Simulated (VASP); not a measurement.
**ZrS: single point with PBEsol**

The system is ZrS.

```
Zr S
1.0
     0.00000    2.27388    2.27388
     2.27388    0.00000    2.27388
     2.27388    2.27388    0.00000
Zr S
1 1
Direct
  0.00000 0.00000 0.00000
  0.50000 0.50000 0.50000
```

- Program: VASP 6.6.1
- Task: single point
- Functional: PBEsol
- Potentials or basis: VASP PAW PBE potentials, release 64 (Zr_sv, S)
- Cutoff: 520 eV
- k mesh: 9 × 9 × 9
- Occupations: fermi-dirac, width 0.03 eV
- Spin: no spin polarisation

| Quantity | Value |
| --- | --- |
| Pressure | 129.5 GPa |
| Band gap on the k mesh | zero (band 9 reaches 18.46 eV, above the bottom of band 10 at 14.14 eV) |

Levels at points of the mesh, in eV from the Fermi level:
```csv
k point,band 6,band 7,band 8,band 9,band 10,band 11,band 12,band 13
"(0.00, 0.00, 0.00)",-3.03,-3.03,-3.03,-2.44,-2.44,-2.44,-1.16,-1.16
```

Run time: 5.4 s on 1 thread of Intel(R) Xeon(R) 6975P-C (Granite Rapids), on a shared host, peak memory 0.14 GiB.

Caveat: the PAW data sets were made with another functional, which shifts forces and pressure a little.
